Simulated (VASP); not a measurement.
Wanted: the native input for a VASP 6.6.1 run.

* Task: single point
* Functional: PBEsol
* Potentials or basis: VASP PAW PBE potentials, release 64 (Mo_sv, Sb)
* Cutoff: 520 eV
* k mesh: 10 × 10 × 10
* Occupations: gaussian, width 0.05 eV
* Spin: no spin polarisation
* Dipole correction: no
* Further INCAR settings: ALGO = Normal; EDIFF = 1e-06; NBANDS = 16

The structure of SbMo lies in POSCAR:

```
SbMo
1.0
    0.0000000000      2.7253349091      2.7253349091
    2.7253349091      0.0000000000      2.7253349091
    2.7253349091      2.7253349091      0.0000000000
Mo Sb
1 1
Direct
    0.5220156428      0.4779843572      0.5220156428
    0.0000000000      0.0000000000      0.0000000000
```

This cell differs from its parent crystal: atom 1 (Mo) moved 0.12 Å along y.

These files were run (other wordings do the same):

INCAR

```
  PREC = Accurate
  ENCUT = 520
  EDIFF = 1E-6
  ISMEAR = 0
  SIGMA = 0.05
  LREAL = F
  LASPH = T
  NELM = 80
  ALGO = Normal
  ISIF = 2
  LWAVE = F
  LCHARG = F
  GGA = PS
  NBANDS = 16
```

KPOINTS

```
Automatic mesh
0
Gamma
  10 10 10
```

Potentials or basis: VASP PAW PBE potentials, release 64 (Mo_sv, Sb).

The run is started by

```bash
$ cat potpaw_PBE.64/Mo_sv/POTCAR potpaw_PBE.64/Sb/POTCAR > POTCAR
$ mpirun -np 1 vasp_std > vasp.out
```

It gave:

```
Pressure      : 1.0 GPa
Largest force : 0.963 eV/Å
```

Caveat: the cell differs from its parent crystal (atom 1 (Mo) moved 0.12 Å along y); the PAW data sets were made with another functional, which shifts forces and pressure a little.

Wall time 85 s on 1 thread of Intel Xeon 8259CL (shared host), peak memory 0.22 GiB.
